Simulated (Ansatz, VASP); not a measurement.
**One calculation of Si, two programs**

```xyz
4
Lattice="3.7559 0.0000 0.0000 -1.8779 3.2527 0.0000 0.0000 0.0000 6.6915" Properties=species:S:1:pos:R:3 pbc="T T T"
Si    0.0000    2.1685    0.5788
Si    1.8779    1.0842    3.9245
Si    0.0000    2.1685    2.7669
Si    1.8779    1.0842    6.1127
```

Alike in both runs: task single point; functional PBE; k mesh 12 × 12 × 6; occupations gaussian, width 0.05 eV; no spin polarisation.

|  | VASP | Ansatz |
| --- | --- | --- |
| version | VASP 6.6.1 | Ansatz 0.2.0 |
| potentials or method | VASP PAW PBE potentials, release 64 (Si), cutoff 520 eV | scalar-relativistic, plane waves, PAW |
| valence electrons in the cell | 16 | 16 |

|  | VASP | Ansatz | Ansatz less VASP |
| --- | --- | --- | --- |
| gap on the k mesh at the Fermi level (eV) | none | none | - |
| pressure (GPa) | -0.2 | -0.1 | +0.07 |
| traceless stress, the component that is largest in VASP (GPa) | 2.56 | 2.67 | +0.112 |
| rms of the force components (eV/Å) | 2.202 | 2.209 | +0.0072 |

Atom by atom the forces differ by 0.007 eV/Å (rms over components). A gap of «none» marks a metal or a gap that the smearing closes.
